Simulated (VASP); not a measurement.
# Al (Immm) in VASP: relaxation of cell and atoms with PBE

Aim: the relaxation of cell and atoms of Al with PBE.

Everything below comes from runs of VASP 6.6.1. Logs are shortened: lines on timing, memory, paths and dates and some standing lists are left out, and cuts for length are marked.

## Step 1: The cell of the first run

The structure is orthorhombic, space group Immm (No. 71). Conventional cell: a = 2.848 Å, b = 4.089 Å, c = 8.530 Å, α = 90.00°, β = 90.00°, γ = 90.00°. Within 3.8 Å of Al (site symmetry mmm) lie 12 Al at 2.85 to 2.86 Å. Al (site symmetry mm2) has 12 Al at 2.82 to 2.88 Å within 3.7 Å.

## Step 2: Relaxation of cell and atoms, PBE

INCAR

```
ALGO = Fast
EDIFF = 1E-6
EDIFFG = -0.01
ENCUT = 600
GGA = PE
IBRION = 2
ISIF = 3
ISMEAR = 0
LASPH = T
LCHARG = F
LREAL = F
LWAVE = F
NELM = 60
NSW = 100
PREC = Accurate
SIGMA = 0.1
```

KPOINTS

```
k-points
0
Gamma
  20 20 20
```

POSCAR

```
Al
1.0
   -1.4240770500      2.0445978800      4.2651814900
    1.4240770500     -2.0445978800      4.2651814900
    1.4240770500      2.0445978800     -4.2651814900
Al
3
Direct
    0.0000000000      0.0000000000      0.0000000000
    0.3347968800      0.3347968800      0.0000000000
    0.6652031200      0.6652031200      0.0000000000
```

Potentials or basis: VASP PAW PBE potentials, release 64 (Al).

Command:

```console
$ cat potpaw_PBE.64/Al/POTCAR > POTCAR
$ mpirun -np 1 vasp_std > vasp.out
```

OUTCAR:

```text
EDIFF = 1E-6
   EDIFFG = -0.01
   ENCUT = 600
   GGA = PE
   IBRION = 2
   ISIF = 3
   ISMEAR = 0
   LASPH = T
   LREAL = F
   NELM = 60
   NSW = 100
   PREC = Accurate

 ion  position               nearest neighbor table
   1  0.000  0.000  0.000-   2 2.86   3 2.86   3 2.86   2 2.86   3 2.86   3 2.86   3 2.86   2 2.86
                             2 2.86   2 2.86
   2  0.335  0.335  0.000-   3 2.82   1 2.86   1 2.86   1 2.86   1 2.86   1 2.86   3 2.88   3 2.88
                             3 2.88   3 2.88
   3  0.665  0.665  0.000-   2 2.82   1 2.86   1 2.86   1 2.86   1 2.86   1 2.86   2 2.88   2 2.88
                             2 2.88   2 2.88

  LATTYP: Found a body centered orthorhombic cell.
 ALAT       =     2.8481541000
 B/A-ratio  =     1.4357354330
 C/A-ratio  =     2.9950496639

  Lattice vectors:

 A1 = (  -1.4240770500,   2.0445978800,   4.2651814900)
 A2 = (   1.4240770500,  -2.0445978800,   4.2651814900)
 A3 = (   1.4240770500,   2.0445978800,  -4.2651814900)

Analysis of symmetry for initial positions (statically):
=====================================================================
 Subroutine PRICEL returns:
 Original cell was already a primitive cell.

 Routine SETGRP: Setting up the symmetry group for a
 body centered orthorhombic supercell.

 Subroutine GETGRP returns: Found  8 space group operations
 (whereof  8 operations were pure point group operations)
 out of a pool of  8 trial point group operations.

The static configuration has the point symmetry D_2h.

Analysis of symmetry for dynamics (positions and initial velocities):
=====================================================================
 Subroutine PRICEL returns:
 Original cell was already a primitive cell.

 Routine SETGRP: Setting up the symmetry group for a
 body centered orthorhombic supercell.

 Subroutine GETGRP returns: Found  8 space group operations
 (whereof  8 operations were pure point group operations)
 out of a pool of  8 trial point group operations.

The dynamic configuration has the point symmetry D_2h.

 Subroutine INISYM returns: Found  8 space group operations
 (whereof  8 operations are pure point group operations),
 and found     1 'primitive' translations

----------------------------------------------------------------------------------------

                                     Primitive cell

  volume of cell :      49.6751

  direct lattice vectors                    reciprocal lattice vectors
    -1.424077050  2.044597880  4.265181490     0.000000000  0.244546864  0.117228306
     1.424077050 -2.044597880  4.265181490     0.351104598  0.000000000  0.117228306
     1.424077050  2.044597880 -4.265181490     0.351104598  0.244546864  0.000000000

  length of vectors
     4.939650704  4.939650704  4.939650704     0.271193002  0.370157959  0.427875692

  position of ions in fractional coordinates (direct lattice)
     0.000000000  0.000000000  0.000000000
     0.334796880  0.334796880  0.000000000
     0.665203120  0.665203120  0.000000000

  ion indices of the primitive-cell ions
   primitive index   ion index
                 1           1
                 2           2
                 3           3

----------------------------------------------------------------------------------------

 KPOINTS: k-points

Automatic generation of k-mesh.
 Grid dimensions read from file:
 generate k-points for:   20   20   20

 Generating k-lattice:

  Cartesian coordinates                     Fractional coordinates (reciprocal lattice)
     0.000000000  0.012227343  0.005861415     0.050000000  0.000000000  0.000000000
     0.017555230  0.000000000  0.005861415     0.000000000  0.050000000  0.000000000
     0.017555230  0.012227343  0.000000000     0.000000000  0.000000000  0.050000000

  Length of vectors
     0.013559650  0.018507898  0.021393785

  Shift w.r.t. Gamma in fractional coordinates (k-lattice)
     0.000000000  0.000000000  0.000000000

 Subroutine IBZKPT returns following result:
 ===========================================

 Found   1166 irreducible k-points:

 Following reciprocal coordinates:
            Coordinates               Weight
  0.000000  0.000000  0.000000      1.000000
  0.050000  0.000000  0.000000      4.000000
  0.100000  0.000000 -0.000000      4.000000
  0.150000  0.000000  0.000000      4.000000
  0.200000  0.000000 -0.000000      4.000000
  0.250000  0.000000  0.000000      4.000000
[... 16 lines left out ...]
 -0.450000  0.050000  0.000000      8.000000
 -0.400000  0.050000  0.000000      8.000000
 [... further k-points ...]
   k-points           NKPTS =   1166   k-points in BZ     NKDIM =   1166   number of bands    NBANDS=      8
   number of dos      NEDOS =    301   number of ions     NIONS =      3
   total plane-waves  NPLWV =  64000
   dimension x,y,z NGX =    40 NGY =   40 NGZ =   40
   dimension x,y,z NGXF=    80 NGYF=   80 NGZF=   80
   ions per type =               3
   NGX,Y,Z   is equivalent  to a cutoff of  13.46, 13.46, 13.46 a.u.
   NGXF,Y,Z  is equivalent  to a cutoff of  26.92, 26.92, 26.92 a.u.
 SYSTEM =  unknown system
   PREC   = accura    normal or accurate (medium, high low for compatibility)
   ISTART =      0    job   : 0-new  1-cont  2-samecut
   ICHARG =      2    charge: 1-file 2-atom 10-const
   ISPIN  =      1    spin polarized calculation?
   LNONCOLLINEAR =      F non collinear calculations
   LSORBIT =      F    spin-orbit coupling
   LASPH  =      T    aspherical Exc in radial PAW
   ENCUT  =  600.0 eV  44.10 Ry    6.64 a.u.   9.87  9.87  9.87*2*pi/ulx,y,z
   NELM   =     60;   NELMIN=  2; NELMDL= -5     # of ELM steps
   EDIFF  = 0.1E-05   stopping-criterion for ELM
   LREAL  =      F    real-space projection
   EDIFFG = -.1E-01   stopping-criterion for IOM
   NSW    =    100    number of steps for IOM
   IBRION =      2    ionic relax: 0-MD 1-quasi-New 2-CG
   NFREE  =      1    steps in history (QN), initial steepest desc. (CG)
   ISIF   =      3    stress and relaxation
   ISYM   =      2    0-nonsym 1-usesym 2-fastsym
   POTIM  = 0.5000    time-step for ionic-motion
   TEBEG  =    0.0;   TEEND  =   0.0 temperature during run
   PSTRESS=    0.0 pullay stress
   NELECT =       9.0000    total number of electrons
   NUPDOWN=      -1.0000    fix difference up-down
   EMIN   =  10.00;   EMAX   =-10.00  energy-range for DOS
   EFERMI =   0.00;   METHOD = LEGACY
   ISMEAR =     0;   SIGMA  =   0.10  broadening in eV -4-tet -1-fermi 0-gaus
   EFERMI_NEDOS =   21; number of points for ismear=-14 and -15
   IALGO  =     68    algorithm
   IMIX   =      4    mixing-type and parameters
     AMIX     =   0.40;   BMIX     =  1.00
     AMIX_MAG =   1.60;   BMIX_MAG =  1.00
  volume/ion in A,a.u.               =      16.56       111.74
  Fermi-wavevector in a.u.,A,eV,Ry     =   0.926352  1.750551 11.675540  0.858128
  Thomas-Fermi vector in A             =   2.052305
   LORBIT       =      0    0 simple, 1 ext, 2 COOP (PROOUT), +10 PAW based schemes
   GGA     = PE    functional components
   LHFCALC =     F    Hartree Fock is set to
   AEXX    =    0.0000 exact exchange contribution
   IVDW    =     0    specifies the selected vdW correction
   LEPSILON=     F    determine dielectric tensor
   LRPA    =     F    only Hartree local field effects (RPA)
 conjugate gradient relaxation of ions
 non-spin polarized calculation
 RMM-DIIS sequential band-by-band and
 Gauss-broadening in eV      SIGMA  =   0.10
  energy-cutoff  :      600.00
  volume of cell :       49.68
 maximum number of plane-waves:      1690
   NGX = 19   NGY = 19   NGZ = 19

--------------------------------------- Ionic step        1  -------------------------------------------

 number of electron       9.0000000 magnetization

 Free energy of the ion-electron system (eV)
  ---------------------------------------------------
  ext. energy  EPLUGINS =         0.00000000
  ---------------------------------------------------
  free energy    TOTEN  =       -11.23965753 eV

  energy without entropy =      -11.23384762  energy(sigma->0) =      -11.23675258

------------------------ aborting loop because EDIFF is reached ----------------------------------------

  FORCE on cell =-STRESS in cart. coord.  units (eV):
  Direction    XX          YY          ZZ          XY          YZ          ZX
  --------------------------------------------------------------------------------------
  -------------------------------------------------------------------------------------
  Total       -0.1608043     -0.1650476      0.0284339      0.0000000      0.0000000      0.0000000
  in kB       -5.1864407     -5.3232979      0.9170820      0.0000000      0.0000000      0.0000000
  external PRESSURE =      -3.1975522 kB  Pullay stress =       0.0000000 kB

 VOLUME and BASIS-vectors are now :
 -----------------------------------------------------------------------------
  energy-cutoff  :      600.00
  volume of cell :       49.68
      direct lattice vectors                 reciprocal lattice vectors
    -1.424077050  2.044597880  4.265181490     0.000000000  0.244546864  0.117228306
     1.424077050 -2.044597880  4.265181490     0.351104598  0.000000000  0.117228306
     1.424077050  2.044597880 -4.265181490     0.351104598  0.244546864  0.000000000
[... 112 lines left out ...]
 POSITION                                       TOTAL-FORCE (eV/Angst)
 -----------------------------------------------------------------------------------
      0.00000      0.00000      8.55900         0.000000     -0.000000      0.000000
      0.00000      0.00000      2.85373        -0.000000      0.000000     -0.005512
      1.41900      2.03478      1.42577         0.000000     -0.000000      0.005512
 -----------------------------------------------------------------------------------
    total drift:                                0.000000     -0.000000      0.000000

  FREE ENERGIE OF THE ION-ELECTRON SYSTEM (eV)
  ---------------------------------------------------
  free  energy   TOTEN  =       -11.2415671254 eV

  energy  without entropy=      -11.2357617289  energy(sigma->0) =      -11.23866443

--------------------------------------- Ionic step        5  -------------------------------------------

 number of electron       9.0000000 magnetization

 Free energy of the ion-electron system (eV)
  ---------------------------------------------------
  ext. energy  EPLUGINS =         0.00000000
  ---------------------------------------------------
  free energy    TOTEN  =       -11.24158258 eV

  energy without entropy =      -11.23576410  energy(sigma->0) =      -11.23867334

 E-fermi :   8.0227     XC(G=0): -10.1991

 val. band max:        8.0194325845   @ k =  -0.1000  -0.1500   0.0500
 cond. band min:       8.0269814998   @ k =  -0.4000   0.2000   0.0500
 fundamental gap:      0.0075489153
 Fermi energy:         8.0226929147

 k-point     1 :       0.0000    0.0000    0.0000
  band No.  band energies     occupation
      1      -3.1322      2.00000
      2       4.7107      2.00000
      3       4.7112      2.00000
      4       6.8304      2.00000
      5       6.8322      2.00000
      6       8.2530      0.00113
      7       8.2540      0.00107
      8      15.5652      0.00000

 k-point     2 :       0.0500    0.0000    0.0000
  band No.  band energies     occupation
      1      -3.1048      2.00000
      2       4.3565      2.00000
      3       5.1119      2.00000
      4       6.2796      2.00000
      5       6.6508      2.00000
      6       8.4798      0.00000
      7       8.8588      0.00000
      8      15.4166      0.00000
[... 221 lines left out ...]
 k-point    23 :      -0.4500    0.0500    0.0000
  band No.  band energies     occupation
      1      -0.9695      2.00000
      2       0.3026      2.00000
      3       3.3966      2.00000
      4       3.7592      2.00000
      5       9.7470      0.00000
      6      12.3488      0.00000
      7      14.9825      0.00000
      8      15.4708      0.00000

 k-point    24 :      -0.4000    0.0500    0.0000
  band No.  band energies     occupation
      1      -1.4189      2.00000
      2       0.9258      2.00000
      3       3.5628      2.00000
      4       3.7687      2.00000
      5       8.9604      0.00000
      6      13.2660      0.00000
      7      14.4071      0.00000
      8      14.9005      0.00000

 [... further k-points ...]

------------------------ aborting loop because EDIFF is reached ----------------------------------------

  FORCE on cell =-STRESS in cart. coord.  units (eV):
  Direction    XX          YY          ZZ          XY          YZ          ZX
  --------------------------------------------------------------------------------------
  -------------------------------------------------------------------------------------
  Total        0.0208100     -0.0267053     -0.0061819     -0.0000000      0.0000000      0.0000000
  in kB        0.6740029     -0.8649452     -0.2002229     -0.0000000      0.0000000      0.0000000
  external PRESSURE =      -0.1303884 kB  Pullay stress =       0.0000000 kB

 VOLUME and BASIS-vectors are now :
 -----------------------------------------------------------------------------
  energy-cutoff  :      600.00
  volume of cell :       49.47
      direct lattice vectors                 reciprocal lattice vectors
    -1.419335717  2.034668771  4.282340128     0.000000000  0.245740244  0.116758591
     1.419335717 -2.034668771  4.282340128     0.352277473  0.000000000  0.116758591
     1.419335717  2.034668771 -4.282340128     0.352277473  0.245740244  0.000000000

 POSITION                                       TOTAL-FORCE (eV/Angst)
 -----------------------------------------------------------------------------------
      0.00000      0.00000     -0.00000        -0.000000     -0.000000      0.000000
      0.00000      0.00000      2.85464        -0.000000     -0.000000      0.001986
      0.00000      0.00000      5.71004         0.000000      0.000000     -0.001986
 -----------------------------------------------------------------------------------
    total drift:                               -0.000000     -0.000000      0.000000

  FREE ENERGIE OF THE ION-ELECTRON SYSTEM (eV)
  ---------------------------------------------------
  free  energy   TOTEN  =       -11.2415825845 eV

  energy  without entropy=      -11.2357640963  energy(sigma->0) =      -11.23867334

 reached required accuracy - stopping structural energy minimisation
```

Run time: 42 min. Hardware: 1 thread of Oxide Virtual Turin-like, shared host; peak memory 0.62 GiB.

Results:

```
Free energy                           : -11.2416 eV
Relaxed volume                        : 16.49 Å³/atom
Relaxed cell                          : a = 4.949 Å, b = 4.949 Å, c = 4.949 Å, α = 146.67°, β = 131.45°, γ = 60.17°
Space group after relaxing (to 0.1 Å) : Fm-3m (No. 225)
Energy gained by relaxing             : 0.6 meV/atom
Ionic steps                           : 5
Pressure after relaxing               : 0.0 GPa
Band gap on the k mesh                : zero (an odd number of electrons rules out a gap without spin polarisation)
```

Stress tensor (GPa, compression positive):
```
 0.07  0.00  0.00
 0.00 -0.09  0.00
 0.00  0.00 -0.02
```

Step by step:
```
step  energy change (eV)  largest force (eV/Å)  pressure (GPa)  volume (Å³)
   1              0.0000                0.0956           -0.32        49.68
   2             -0.0012                0.0604            0.03        49.44
   3             -0.0015                0.0348            0.31        49.27
   4             -0.0019                0.0055            0.05        49.43
   5             -0.0019                0.0020           -0.01        49.47
```

Final structure:
```cif
data_structure
_symmetry_space_group_name_H-M 'P 1'
_symmetry_Int_Tables_number 1
_cell_length_a 4.9490
_cell_length_b 4.9490
_cell_length_c 4.9490
_cell_angle_alpha 146.668
_cell_angle_beta 131.449
_cell_angle_gamma 60.168
_cell_volume 49.47
loop_
_atom_site_label
_atom_site_type_symbol
_atom_site_fract_x
_atom_site_fract_y
_atom_site_fract_z
_atom_site_occupancy
Al1 Al 0.00000 0.00000 0.00000 1
Al2 Al 0.33330 0.33330 0.00000 1
Al3 Al 0.66670 0.66670 0.00000 1
```
